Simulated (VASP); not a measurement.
The system is KF.

```
K F
1.0
     0.02659    2.65896    2.65896
     2.65896    0.02659    2.65896
     2.68555    2.68555    0.00000
K F
1 1
Cartesian
  0.0000 0.0000 0.0000
  2.6856 2.6856 2.6590
```

This cell differs from its parent crystal: shear xy strain +2.0%.

Base run:

* Program: VASP 6.6.1
* Functional: PBE
* Potentials or basis: VASP PAW PBE potentials, release 64 (K_sv, F)
* Cutoff: 520 eV
* k mesh: 8 × 8 × 8
* Occupations: fermi-dirac, width 0.02 eV
* Spin: no spin polarisation

Its results: band gap on the k mesh 6.23 eV, direct; pressure 2.0 GPa.

The run is repeated on the same cell with these changes: functional from PBE to r2SCAN; occupations from fermi-dirac, width 0.02 eV to gaussian, width 0.01 eV. What comes out?

Band gap on the k mesh 6.90 eV, direct; pressure 0.0 GPa.

Caveats: the PAW data sets were made with another functional, which shifts forces and pressure a little (some runs).

A k mesh can miss the band edges.
